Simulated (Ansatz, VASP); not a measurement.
**CaF2: VASP beside Ansatz**

```
Ca F
1.0
     0.00000    2.71000    2.71000
     2.71000    0.00000    2.71000
     2.71000    2.71000    0.00000
Ca F
1 2
Direct
  0.00000 0.00000 0.00000
  0.25000 0.25000 0.25000
  0.75000 0.75000 0.75000
```

Alike in both runs: task relaxation of cell and atoms; functional LDA; k mesh 8 × 8 × 8; occupations gaussian, width 0.02 eV; no spin polarisation.

```csv
,VASP,Ansatz
version,VASP 6.6.1,Ansatz 0.2.0
potentials or method,"VASP PAW LDA potentials, release 64 (Ca_sv, F), cutoff 600 eV","scalar-relativistic, plane waves, PAW"
valence electrons in the cell,24,24
```

|  | VASP | Ansatz | Ansatz less VASP |
| --- | --- | --- | --- |
| gap on the k mesh at the Fermi level, each at its own relaxed structure (eV) | 7.33 | 7.38 | +0.046 |
| relaxed volume (Å³/atom) | 12.64 | 12.59 | -0.054 |
| relaxed cell length with the largest relative difference (Å) | 3.771 | 3.766 | -0.0054 |

Ansatz warns that its potentials were made for another functional, while VASP's fit it. LDA's correlation is that of Perdew and Zunger in VASP and of Perdew and Wang (1992) in Ansatz.
